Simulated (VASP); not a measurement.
Input of a VASP 6.6.1 run:

The input INCAR:

```
PREC     = Accurate       # precision mode
ENCUT    = 520            # plane-wave cutoff, eV
EDIFF    = 1E-6           # SCF threshold, eV
ISMEAR   = 0              # smearing method
SIGMA    = 0.15           # smearing width, eV
LREAL    = False          # projectors in reciprocal space
LASPH    = True           # aspherical terms in the spheres
NELM     = 100            # most SCF steps
ALGO     = Normal         # electronic algorithm
ISIF     = 2              # what is computed and relaxed
LWAVE    = False          # write WAVECAR
LCHARG   = True           # write CHGCAR
GGA      = PS             # functional
LELF     = True           # ELF
LVHAR    = True         
NBANDS   = 16             # bands
```

File KPOINTS:

```
Automatic mesh
0
Gamma
  18 18 16
```

File POSCAR:

```
TiO
1.0
    2.6956000000      0.0000000000      0.0000000000
   -1.3478000000      2.3344580784      0.0000000000
    0.0000000000      0.0000000000      2.6820000000
Ti O
1 1
Direct
    0.6666666667      0.3333333333      0.0000000000
    0.0000000000      0.0000000000      0.5000000000
```

Potentials or basis: VASP PAW PBE potentials, release 64 (Ti_sv, O).

Run with:

```bash
$ cat potpaw_PBE.64/Ti_sv/POTCAR potpaw_PBE.64/O/POTCAR > POTCAR
$ mpirun -np 1 vasp_std > vasp.out
```

(1) What does it give for the band gap on the k mesh?

(2) Estimate the pressure.

## Answers

(1) zero (bands 9 and 10 overlap by 0.08 eV).

(2) 37.0 GPa.

Caveat: the cell stands under pressure; the PAW data sets were made with another functional, which shifts forces and pressure a little; semilocal functionals often make such compounds metallic where correlation or magnetic order opens a gap, which also shifts bond lengths.
